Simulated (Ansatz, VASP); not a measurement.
# InSe: VASP beside Ansatz

```
In Se
1.0
     3.97305    0.00000    0.00000
    -1.98652    3.44076    0.00000
     0.00000    0.00000   16.26460
In Se
4 4
Cartesian
  0.0000 0.0000 9.5034
  0.0000 0.0000 6.7612
  0.0000 2.2938 14.8935
  0.0000 2.2938 1.3711
  1.9865 1.1469 13.6256
  1.9865 1.1469 2.6390
  0.0000 2.2938 10.7701
  0.0000 2.2938 5.4945
```

Alike in both runs: functional LDA; k mesh 12 × 12 × 4; occupations gaussian, width 0.01 eV; no spin polarisation.

Ansatz relaxed the structure, and its values are those at the end. VASP's run is a single point on that final structure, the one shown.

```csv
,VASP,Ansatz
version,VASP 6.6.1,Ansatz 0.2.0
potentials or method,"VASP PAW LDA potentials, release 64 (In_d, Se), cutoff 520 eV","scalar-relativistic, plane waves, PAW"
valence electrons in the cell,76,116
```

Ansatz gave:

```
gap on the k mesh at the Fermi level (eV) : 0.18
least direct gap on the mesh (eV)         : 0.18
pressure (GPa)                            : 0.0
rms of the force components (eV/Å)        : 0.001
```

Q: Estimate VASP's values.

A: gap on the k mesh at the Fermi level (eV): 0.19; least direct gap on the mesh (eV): 0.19; pressure (GPa): 0.1; rms of the force components (eV/Å): 0.013.

LDA's correlation is that of Perdew and Zunger in VASP and of Perdew and Wang (1992) in Ansatz. VASP's potentials hold 76 valence electrons a cell and Ansatz's 116, so a difference there can come from the potentials and not from the codes.
